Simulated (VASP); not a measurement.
InW2O6:

```
CELL_PARAMETERS angstrom
0.00000 4.04063 4.04063
4.04063 0.00000 4.04063
4.04063 4.04063 0.00000
ATOMIC_POSITIONS crystal
In 0.50000 0.50000 0.50000
W 0.25000 0.25000 0.25000
W 0.75000 0.75000 0.75000
O 0.50000 0.50000 0.00000
O 0.00000 0.00000 0.50000
O 0.00000 0.50000 0.50000
O 0.50000 0.00000 0.00000
O 0.50000 0.00000 0.50000
O 0.00000 0.50000 0.00000
```

- Program: VASP 6.6.1
- Task: relaxation of cell and atoms
- Functional: PBE
- Potentials or basis: VASP PAW PBE potentials, release 64 (In_d, W_sv, O)
- Cutoff: 600 eV
- k mesh: 5 × 5 × 5
- Occupations: fermi-dirac, width 0.05 eV
- Spin: no spin polarisation

At the start: pressure -15.9 GPa; volume 14.66 Å³/atom.

Q: Where does the relaxation end?

A: Over 4 steps the energy falls by 69.5 meV/atom and the volume is 13.39 Å³/atom (-8.7 %); space group Fm-3m (No. 225, to 0.1 Å) before and after.

Step by step:
| step | energy change (eV) | largest force (eV/Å) | pressure (GPa) | volume (Å³) |
| --- | --- | --- | --- | --- |
| 1 | 0.0000 | 0.0000 | -15.93 | 131.94 |
| 2 | 0.8388 | 0.0000 | 36.63 | 106.02 |
| 3 | -0.6248 | 0.0000 | -0.65 | 120.78 |
| 4 | -0.6256 | 0.0000 | -0.11 | 120.47 |

Final structure:
```
CELL_PARAMETERS angstrom
0.00000 3.92001 3.92001
3.92001 0.00000 3.92001
3.92001 3.92001 0.00000
ATOMIC_POSITIONS crystal
In 0.50000 0.50000 0.50000
W 0.25000 0.25000 0.25000
W 0.75000 0.75000 0.75000
O 0.50000 0.50000 0.00000
O 0.00000 0.00000 0.50000
O 0.00000 0.50000 0.50000
O 0.50000 0.00000 0.00000
O 0.50000 0.00000 0.50000
O 0.00000 0.50000 0.00000
```

Caveat: an odd number of electrons without spin polarisation forces a metal; a magnetic or distorted state may lie lower.
